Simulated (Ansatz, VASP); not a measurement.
CuCl: VASP beside Ansatz

```
Cu Cl
1.0
     0.00000    2.69181    2.69181
     2.69181    0.00000    2.69181
     2.69181    2.69181    0.00000
Cu Cl
1 1
Cartesian
  0.0000 0.0000 0.0000
  1.3459 1.3459 1.3459
```

Alike in both runs: task single point; functional HSE06; k mesh 4 × 4 × 4; occupations fermi-dirac, width 0.05 eV; no spin polarisation.

|  | VASP | Ansatz |
| --- | --- | --- |
| version | VASP 6.6.1 | Ansatz 0.2.0 development build |
| potentials or method | VASP PAW PBE potentials, release 64 (Cu, Cl) | plane waves, PAW datasets (generated soft set 1) |
| plane-wave cutoff (eV) | 520 | 420 |
| valence electrons in the cell | 18 | 26 |

VASP gave:

* gap on the k mesh at the Fermi level (eV): 2.36

Q: What did Ansatz give for the same quantities?

A: gap on the k mesh at the Fermi level (eV): 2.39.

VASP's potentials hold 18 valence electrons a cell and Ansatz's 26, so a difference there can come from the potentials and not from the codes.

The k mesh is coarse, so the values compare programs but aren't converged.
